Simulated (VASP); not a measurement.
Wanted: the native input for a VASP 6.6.1 run.

```yaml
Task: single point
Functional: PBE
Potentials_or_basis: VASP PAW PBE potentials, release 64 (Ti_sv, B)
Cutoff: 500 eV
k_mesh: 8 × 8 × 5
Occupations: gaussian, width 0.2 eV
Spin: no spin polarisation
Dipole_correction: no
Further_INCAR_settings: ALGO = Normal; EDIFF = 1e-06; NBANDS = 16
```

The structure of TiB2 lies in POSCAR:

```
TiB2
1.0
    3.0289248575      0.0000000032      0.0000000000
   -1.5144624315      2.6231258712      0.0000000000
    0.0000000000      0.0000000000      3.2279322437
Ti B
1 2
Direct
    0.0000000000      0.0000000000      0.5000000000
    0.3333333333      0.6666666667      0.0000040413
    0.6666666667      0.3333333333      0.9999959587
```

These files were run (other wordings do the same):

INCAR

```
PREC = Accurate ; ENCUT = 500
EDIFF = 1E-6 ; ISMEAR = 0
SIGMA = 0.2 ; LREAL = F
LASPH = T ; NELM = 120
ALGO = Normal ; ISIF = 2
LWAVE = F ; LCHARG = T
GGA = PE ; LELF = T
LVHAR = T ; NBANDS = 16
GGA_COMPAT = F
```

KPOINTS

```
regular mesh
0
Gamma
  8 8 5
```

Potentials or basis: VASP PAW PBE potentials, release 64 (Ti_sv, B).

The run is started by

```console
$ cat potpaw_PBE.64/Ti_sv/POTCAR potpaw_PBE.64/B/POTCAR > POTCAR
$ mpirun -np 1 vasp_std > vasp.out
```

Results of the run:

The pressure is 0.6 GPa and the band gap on the k mesh is zero (filled and empty bands touch).

Caveat: the k points lie up to 0.39 Å⁻¹ apart.

Run time: 5 s on 1 thread of Intel(R) Xeon(R) 6975P-C (Granite Rapids), on a shared host, peak memory 0.14 GiB.
